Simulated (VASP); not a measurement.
A run of VASP 6.6.1 is set up as follows.

Contents of POSCAR:

```
CdSe
1.0
    0.0832633236      3.0850869979      3.0850869979
    3.0850869979      0.0832633236      3.0850869979
    3.0850869979      3.0850869979      0.0832633236
Cd Se
1 1
Direct
    0.0029777954      0.0029777954      0.0029777954
    0.2470222046      0.2470222046      0.2470222046
```

Contents of INCAR.step1:

```
SYSTEM = CdSe
PREC = Accurate ; ENCUT = 520
EDIFF = 1E-5 ; ISMEAR = 0
SIGMA = 0.01 ; LREAL = .FALSE.
LASPH = .TRUE. ; NELM = 100
ALGO = Normal ; ISIF = 2
LWAVE = .TRUE. ; LCHARG = .FALSE.
NBANDS = 16 ; GGA = PE
```

INCAR.step2

```
SYSTEM = CdSe
PREC = Accurate ; ENCUT = 520
EDIFF = 1E-7 ; ISMEAR = 0
SIGMA = 0.01 ; LREAL = .FALSE.
LASPH = .TRUE. ; NELM = 100
ALGO = Normal ; ISIF = 2
LWAVE = .FALSE. ; LCHARG = .FALSE.
GGA = PE ; LHFCALC = .TRUE.
HFSCREEN = 0.2079 ; PRECFOCK = Normal
NBANDS = 16 ; ISTART = 1
```

Contents of KPOINTS:

```
regular mesh
0
G
  6 6 6
  0 0 0
```

Potentials or basis: VASP PAW PBE potentials, release 64 (Cd, Se).

The run is started by

```bash
$ cat potpaw_PBE.64/Cd/POTCAR potpaw_PBE.64/Se/POTCAR > POTCAR
$ cp INCAR.step1 INCAR
$ mpirun -np 1 vasp_std > vasp.out
$ cp INCAR.step2 INCAR
$ mpirun -np 1 vasp_std > vasp.out
```

(1) Estimate the pressure.

(2) Predict the largest force.

Results:

(1) 1.7 GPa.

(2) 0.015 eV/Å.

Caveat: the cell differs from its parent crystal (epitaxial 111 strain -2.1%); the PAW data sets were made with another functional, which shifts forces and pressure a little.
